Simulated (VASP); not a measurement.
**CO2: single point with PBE**

The system is CO2.

```xyz
3
Lattice="3.2692 0.0000 0.0000 -1.6346 2.8312 0.0000 0.0000 0.0000 2.4834" Properties=species:S:1:pos:R:3 pbc="T T T"
C     0.0000    0.0000    0.0000
O     0.0000    1.8874    1.2417
O     1.6346    0.9437    1.2417
```

| Quantity | Value |
| --- | --- |
| Program | VASP 6.6.1 |
| Task | single point |
| Functional | PBE |
| Potentials or basis | VASP PAW PBE potentials, release 64 (C, O) |
| Cutoff | 520 eV |
| k mesh | 9 × 9 × 7 |
| Occupations | methfessel-paxton, width 0.01 eV |
| Spin | no spin polarisation |
| Dipole correction | no |
| Further INCAR settings | ALGO = Normal; EDIFF = 1e-06; NBANDS = 15 |

```yaml
Pressure: 19.8 GPa
Band_gap_on_the_k_mesh: zero (bands 8 and 9 overlap by 0.96 eV)
```

Levels at points of the mesh, in eV from the Fermi level:
```csv
k point,band 6,band 7,band 8,band 9,band 10,band 11
"(0.00, 0.00, 0.00)",-3.12,-3.12,-3.02,0.69,4.19,4.19
```

Run time: 18 s on 1 thread of Intel Xeon 8259CL (shared host), peak memory 0.13 GiB.

Caveat: the k points lie up to 0.36 Å⁻¹ apart, too coarse for converged energies and pressures of a metal.
